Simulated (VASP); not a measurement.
# Ga7N8 (a cell with a defect) in VASP: single point with PBE

Aim: the single point of Ga7N8 (a cell with a defect) with PBE.

Everything below comes from runs of VASP 6.6.1. Logs are shortened: lines on timing, memory, paths and dates and some standing lists are left out, and cuts for length are marked.

## 1. The cell of the first run

The cell holds a defect, 15 atoms: a = 5.243 Å, b = 6.437 Å, c = 6.437 Å, α = 120.00°, β = 90.00°, γ = 90.00°.

## 2. Single point, PBE (atoms taken out, then relaxed in part)

INCAR reads:

```
SYSTEM = Ga7N8
ALGO = Normal ; EDIFF = 1E-6
ENCUT = 520 ; GGA = PE
ISIF = 2 ; ISMEAR = 0
LASPH = .True. ; LCHARG = .False.
LREAL = Auto ; LWAVE = .False.
NBANDS = 78 ; NELECT = 130.0
NELM = 80 ; PREC = Accurate
SIGMA = 0.01
```

KPOINTS reads:

```
k-points
0
Gamma
  3 3 3
  0 0 0
```

POSCAR reads:

```
Ga7N8
1.0
    0.0000000000      0.0000000000     -5.2430304920
   -3.2184289239      5.5744824167      0.0000000000
    6.4368578478      0.0000000000      0.0000000000
Ga N
7 8
Direct
   -0.0132930598      0.8034243045      0.1059389755
    0.0001618809      0.3244601886      0.6813112071
    0.0001618809      0.8577606519      0.6813112071
    0.5110278188      0.1552105335      0.3304242192
    0.5110278188      0.6761233192      0.3304242192
    0.4970940361      0.1674815917      0.8340535499
    0.5070707516      0.6557370264      0.8105644194
    0.5279303010      0.3389458988      0.1769821642
    0.6320301236      0.8218234098      0.1427371861
    0.6324168690      0.3265168689      0.6622360950
    0.6324168690      0.8366288596      0.6622360950
    0.1652686184      0.0587104271      0.3874914765
    0.1652686184      0.8296906829      0.3874914765
    0.1292718821      0.1819323235      0.8629550135
    0.1342768991      0.6476810023      0.7944523712
```

Potentials or basis: VASP PAW PBE potentials, release 64 (Ga_d, N).

On the command line:

```sh
cat potpaw_PBE.64/Ga_d/POTCAR potpaw_PBE.64/N/POTCAR > POTCAR
mpirun -np 1 vasp_std > vasp.out
```

OUTCAR:

```text
SYSTEM = Ga7N8
   EDIFF = 1E-6
   ENCUT = 520
   GGA = PE
   ISIF = 2
   ISMEAR = 0
   LASPH = .True.
   LREAL = Auto
   NELECT = 130.0
   NELM = 80
   PREC = Accurate

 ion  position               nearest neighbor table
   1  0.987  0.803  0.106-   9 1.87  15 1.90  12 1.97  13 1.97
   2  0.000  0.324  0.681-  10 1.93  14 1.93  15 1.96  12 2.00
   3  0.000  0.858  0.681-  11 1.93  14 1.93  15 1.96  13 2.00
   4  0.511  0.155  0.330-   8 1.88  10 1.96   9 1.97  12 2.01
   5  0.511  0.676  0.330-   8 1.88  11 1.96   9 1.97  13 2.01
   6  0.497  0.167  0.834-   8 1.92  14 1.94  11 1.98  10 1.98
   7  0.507  0.656  0.811-  10 1.95  11 1.95  15 1.96   9 1.96
   8  0.528  0.339  0.177-   4 1.88   5 1.88   6 1.92
   9  0.632  0.822  0.143-   1 1.87   7 1.96   4 1.97   5 1.97
  10  0.632  0.327  0.662-   2 1.93   7 1.95   4 1.96   6 1.98
  11  0.632  0.837  0.662-   3 1.93   7 1.95   5 1.96   6 1.98
  12  0.165  0.059  0.387-  13 1.47   1 1.97   2 2.00   4 2.01
  13  0.165  0.830  0.387-  12 1.47   1 1.97   3 2.00   5 2.01
  14  0.129  0.182  0.863-   2 1.93   3 1.93   6 1.94
  15  0.134  0.648  0.794-   1 1.90   7 1.96   2 1.96   3 1.96

  LATTYP: Found a hexagonal cell.
 ALAT       =     6.4368578478
 C/A-ratio  =     0.8145325897

  Lattice vectors:

 A1 = (  -3.2184289239,   5.5744824167,   0.0000000000)
 A2 = (   6.4368578478,   0.0000000000,   0.0000000000)
 A3 = (   0.0000000000,   0.0000000000,  -5.2430304920)

Analysis of symmetry for initial positions (statically):
=====================================================================
 Subroutine PRICEL returns:
 Original cell was already a primitive cell.

 Routine SETGRP: Setting up the symmetry group for a
 hexagonal supercell.

 Subroutine GETGRP returns: Found  2 space group operations
 (whereof  1 operations were pure point group operations)
 out of a pool of 24 trial point group operations.

The static configuration has the point symmetry C_1 .
 The point group associated with its full space group is C_1h.

Analysis of symmetry for dynamics (positions and initial velocities):
=====================================================================
 Subroutine PRICEL returns:
 Original cell was already a primitive cell.

 Routine SETGRP: Setting up the symmetry group for a
 hexagonal supercell.

 Subroutine GETGRP returns: Found  2 space group operations
 (whereof  1 operations were pure point group operations)
 out of a pool of 24 trial point group operations.

The dynamic configuration has the point symmetry C_1 .
 The point group associated with its full space group is C_1h.

 Subroutine INISYM returns: Found  2 space group operations
 (whereof  1 operations are pure point group operations),
 and found     1 'primitive' translations

----------------------------------------------------------------------------------------

                                     Primitive cell

  volume of cell :     188.1312

  direct lattice vectors                    reciprocal lattice vectors
     0.000000000  0.000000000 -5.243030492     0.000000000  0.000000000 -0.190729389
    -3.218428924  5.574482417  0.000000000     0.000000000  0.179388852  0.000000000
     6.436857848  0.000000000  0.000000000     0.155355303  0.089694426  0.000000000

  length of vectors
     5.243030492  6.436857848  6.436857848     0.190729389  0.179388852  0.179388852

  position of ions in fractional coordinates (direct lattice)
     0.986706940  0.803424304  0.105938976
     0.000161881  0.324460189  0.681311207
     0.000161881  0.857760652  0.681311207
     0.511027819  0.155210533  0.330424219
     0.511027819  0.676123319  0.330424219
     0.497094036  0.167481592  0.834053550
     0.507070752  0.655737026  0.810564419
     0.527930301  0.338945899  0.176982164
     0.632030124  0.821823410  0.142737186
     0.632416869  0.326516869  0.662236095
     0.632416869  0.836628860  0.662236095
     0.165268618  0.058710427  0.387491477
     0.165268618  0.829690683  0.387491477
     0.129271882  0.181932323  0.862955013
     0.134276899  0.647681002  0.794452371

  ion indices of the primitive-cell ions
   primitive index   ion index
                 1           1
                 2           2
                 3           3
                 4           4
                 5           5
                 6           6
                 7           7
                 8           8
                 9           9
                10          10
                11          11
                12          12
                13          13
                14          14
                15          15

----------------------------------------------------------------------------------------

 KPOINTS: k-points

Automatic generation of k-mesh.
 Grid dimensions read from file:
 generate k-points for:    3    3    3

 Generating k-lattice:

  Cartesian coordinates                     Fractional coordinates (reciprocal lattice)
     0.000000000  0.000000000 -0.063576463     0.333333333  0.000000000  0.000000000
     0.000000000  0.059796284  0.000000000     0.000000000  0.333333333  0.000000000
     0.051785101  0.029898142  0.000000000     0.000000000  0.000000000  0.333333333

  Length of vectors
     0.063576463  0.059796284  0.059796284

  Shift w.r.t. Gamma in fractional coordinates (k-lattice)
     0.000000000  0.000000000  0.000000000

 Subroutine IBZKPT returns following result:
 ===========================================

 Found     10 irreducible k-points:

 Following reciprocal coordinates:
            Coordinates               Weight
  0.000000  0.000000  0.000000      1.000000
  0.333333  0.000000  0.000000      2.000000
  0.000000  0.333333  0.000000      4.000000
  0.000000 -0.000000  0.333333      2.000000
  0.333333  0.333333  0.000000      4.000000
  0.333333 -0.000000  0.333333      2.000000
  0.333333 -0.333333  0.000000      4.000000
  0.333333  0.000000 -0.333333      2.000000
  0.000000  0.333333  0.333333      2.000000
  0.333333  0.333333  0.333333      4.000000
   k-points           NKPTS =     10   k-points in BZ     NKDIM =     10   number of bands    NBANDS=     78
   number of dos      NEDOS =    301   number of ions     NIONS =     15
   total plane-waves  NPLWV =  92160
   dimension x,y,z NGX =    40 NGY =   48 NGZ =   48
   dimension x,y,z NGXF=    80 NGYF=   96 NGZF=   96
   ions per type =               7   8
   NGX,Y,Z   is equivalent  to a cutoff of  12.68, 12.40, 12.40 a.u.
   NGXF,Y,Z  is equivalent  to a cutoff of  25.37, 24.79, 24.79 a.u.
 SYSTEM =  Ga7N8
   PREC   = accura    normal or accurate (medium, high low for compatibility)
   ISTART =      0    job   : 0-new  1-cont  2-samecut
   ICHARG =      2    charge: 1-file 2-atom 10-const
   ISPIN  =      1    spin polarized calculation?
   LNONCOLLINEAR =      F non collinear calculations
   LSORBIT =      F    spin-orbit coupling
   LASPH  =      T    aspherical Exc in radial PAW
   ENCUT  =  520.0 eV  38.22 Ry    6.18 a.u.   9.75 11.97 11.97*2*pi/ulx,y,z
   NELM   =     80;   NELMIN=  2; NELMDL= -5     # of ELM steps
   EDIFF  = 0.1E-05   stopping-criterion for ELM
   LREAL  =      T    real-space projection
   EDIFFG = 0.1E-04   stopping-criterion for IOM
   NSW    =      0    number of steps for IOM
   IBRION =     -1    ionic relax: 0-MD 1-quasi-New 2-CG
   NFREE  =      0    steps in history (QN), initial steepest desc. (CG)
   ISIF   =      2    stress and relaxation
   ISYM   =      2    0-nonsym 1-usesym 2-fastsym
   POTIM  = 0.5000    time-step for ionic-motion
   TEBEG  =    0.0;   TEEND  =   0.0 temperature during run
   PSTRESS=    0.0 pullay stress
   NELECT =     130.0000    total number of electrons
   NUPDOWN=      -1.0000    fix difference up-down
   EMIN   =  10.00;   EMAX   =-10.00  energy-range for DOS
   EFERMI =   0.00;   METHOD = LEGACY
   ISMEAR =     0;   SIGMA  =   0.01  broadening in eV -4-tet -1-fermi 0-gaus
   EFERMI_NEDOS =   21; number of points for ismear=-14 and -15
   IALGO  =     38    algorithm
   IMIX   =      4    mixing-type and parameters
     AMIX     =   0.40;   BMIX     =  1.00
     AMIX_MAG =   1.60;   BMIX_MAG =  1.00
  volume/ion in A,a.u.               =      12.54        84.64
  Fermi-wavevector in a.u.,A,eV,Ry     =   1.447335  2.735066 28.501184  2.094778
  Thomas-Fermi vector in A             =   2.565301
   LORBIT       =      0    0 simple, 1 ext, 2 COOP (PROOUT), +10 PAW based schemes
   GGA     = PE    functional components
   LHFCALC =     F    Hartree Fock is set to
   AEXX    =    0.0000 exact exchange contribution
   IVDW    =     0    specifies the selected vdW correction
   LEPSILON=     F    determine dielectric tensor
   LRPA    =     F    only Hartree local field effects (RPA)
 non-spin polarized calculation
 Gauss-broadening in eV      SIGMA  =   0.01
  energy-cutoff  :      520.00
  volume of cell :      188.13
 maximum number of plane-waves:      5076
 NGX is ok and might be reduce to    40
   NGX = 19   NGY = 23   NGZ = 23

 number of electron     129.9999946 magnetization

 Free energy of the ion-electron system (eV)
  ---------------------------------------------------
  ext. energy  EPLUGINS =         0.00000000
  ---------------------------------------------------
  free energy    TOTEN  =       -92.02151541 eV

  energy without entropy =      -92.02008177  energy(sigma->0) =      -92.02079859

 E-fermi :   4.0217     XC(G=0): -10.7671

 val. band max:        4.0178915536   @ k =   0.0000   0.3333   0.0000
 cond. band min:       4.0238415224   @ k =   0.3333   0.0000   0.0000
 fundamental gap:      0.0059499688
 Fermi energy:         4.0216930622

 k-point     1 :       0.0000    0.0000    0.0000
  band No.  band energies     occupation
      1     -14.4964      2.00000
      2     -11.6529      2.00000
      3     -11.2571      2.00000
      4     -11.0741      2.00000
      5     -10.8777      2.00000
      6     -10.7000      2.00000
[... 69 lines left out ...]
     76      11.1306      0.00000
     77      11.6918      0.00000

 k-point     2 :       0.3333    0.0000    0.0000
  band No.  band energies     occupation
      1     -14.4711      2.00000
      2     -11.5210      2.00000
      3     -11.3063      2.00000
      4     -11.0281      2.00000
      5     -10.8433      2.00000
      6     -10.6986      2.00000
[... 69 lines left out ...]
     76      10.9175      0.00000
     77      11.6167      0.00000
[... 558 lines left out ...]
     76      11.3375      0.00000
     77      11.5534      0.00000

 k-point    10 :       0.3333    0.3333    0.3333
  band No.  band energies     occupation
      1     -14.4544      2.00000
      2     -11.4430      2.00000
      3     -11.2514      2.00000
      4     -10.9838      2.00000
      5     -10.9053      2.00000
      6     -10.7052      2.00000
[... 69 lines left out ...]
     76      11.2008      0.00000
     77      11.4534      0.00000
 [bands above 77 left out]

------------------------ aborting loop because EDIFF is reached ----------------------------------------

  FORCE on cell =-STRESS in cart. coord.  units (eV):
  Direction    XX          YY          ZZ          XY          YZ          ZX
  --------------------------------------------------------------------------------------
  -------------------------------------------------------------------------------------
  Total       -5.1510868     -7.9743430     -3.0266146      2.4450116     -0.6767897     -1.1722383
  in kB      -43.8680769    -67.9117065    -25.7754854     20.8223941     -5.7637282     -9.9831046
  external PRESSURE =     -45.8517562 kB  Pullay stress =       0.0000000 kB

 VOLUME and BASIS-vectors are now :
 -----------------------------------------------------------------------------
  energy-cutoff  :      520.00
  volume of cell :      188.13
      direct lattice vectors                 reciprocal lattice vectors
     0.000000000  0.000000000 -5.243030492     0.000000000  0.000000000 -0.190729389
    -3.218428924  5.574482417  0.000000000     0.000000000  0.179388852  0.000000000
     6.436857848  0.000000000  0.000000000     0.155355303  0.089694426  0.000000000

 POSITION                                       TOTAL-FORCE (eV/Angst)
 -----------------------------------------------------------------------------------
     -1.90385      4.47867     -5.17333        -0.025498     -0.014721      0.031918
      3.34125      1.80870     -0.00085        -0.012655      0.005497      0.009674
      1.62486      4.78157     -0.00085        -0.001567     -0.013708      0.009674
      1.62736      0.86522     -2.67933        -0.005664     -0.003460     -0.001414
     -0.04916      3.76904     -2.67933        -0.005828     -0.003175     -0.001414
      4.82966      0.93362     -2.60628         0.004419      0.002551     -0.005324
      3.10704      3.65539     -2.65859         0.000950      0.000549      0.001737
      0.04834      1.88945     -2.76795         0.002382      0.001375     -0.012318
     -1.72620      4.58124     -3.31375        -0.004012     -0.002316     -0.020272
      3.21185      1.82016     -3.31578         0.003021     -0.001322     -0.004048
      1.57009      4.66377     -3.31578         0.000366      0.003277     -0.004048
      2.30527      0.32728     -0.86651        -0.026448      0.085758     -0.003497
     -0.17607      4.62510     -0.86651         0.061044     -0.065783     -0.003497
      4.96918      1.01418     -0.67778         0.008689      0.005017     -0.001874
      3.02926      3.61049     -0.70402         0.000799      0.000461      0.004702
 -----------------------------------------------------------------------------------
    total drift:                                0.003521      0.001945      0.001994

  FREE ENERGIE OF THE ION-ELECTRON SYSTEM (eV)
  ---------------------------------------------------
  free  energy   TOTEN  =       -92.0215154149 eV

  energy  without entropy=      -92.0200817689  energy(sigma->0) =      -92.02079859
```

It took 12 min on 1 thread of Intel Xeon 8259CL, shared host; peak memory 0.34 GiB.

What came out:

- Free energy: -92.0215 eV
- Largest force: 0.090 eV/Å

Forces in eV/Å, atoms in the order of the input:
```
Ga  -0.025 -0.015  0.032
Ga  -0.013  0.005  0.010
Ga  -0.002 -0.014  0.010
Ga  -0.006 -0.003 -0.001
Ga  -0.006 -0.003 -0.001
Ga   0.004  0.003 -0.005
Ga   0.001  0.001  0.002
N    0.002  0.001 -0.012
N   -0.004 -0.002 -0.020
N    0.003 -0.001 -0.004
N    0.000  0.003 -0.004
N   -0.026  0.086 -0.003
N    0.061 -0.066 -0.003
N    0.009  0.005 -0.002
N    0.001  0.000  0.005
```

Levels at points of the mesh, in eV from the Fermi level:
```csv
k point,band 61,band 62,band 63,band 64,band 65,band 66,band 67,band 68,band 69,band 70
"(0.00, 0.00, 0.00)",-0.92,-0.72,-0.36,-0.28,-0.04,0.18,2.14,4.31,4.75,5.11
```

Caveat: the k points lie up to 0.40 Å⁻¹ apart; the cell carries a net charge on a neutralising background, which shifts energy and pressure; the cell differs from its parent crystal (atoms taken out, then relaxed in part); the cell is charged against a uniform background, so pressure and absolute levels hang on convention.
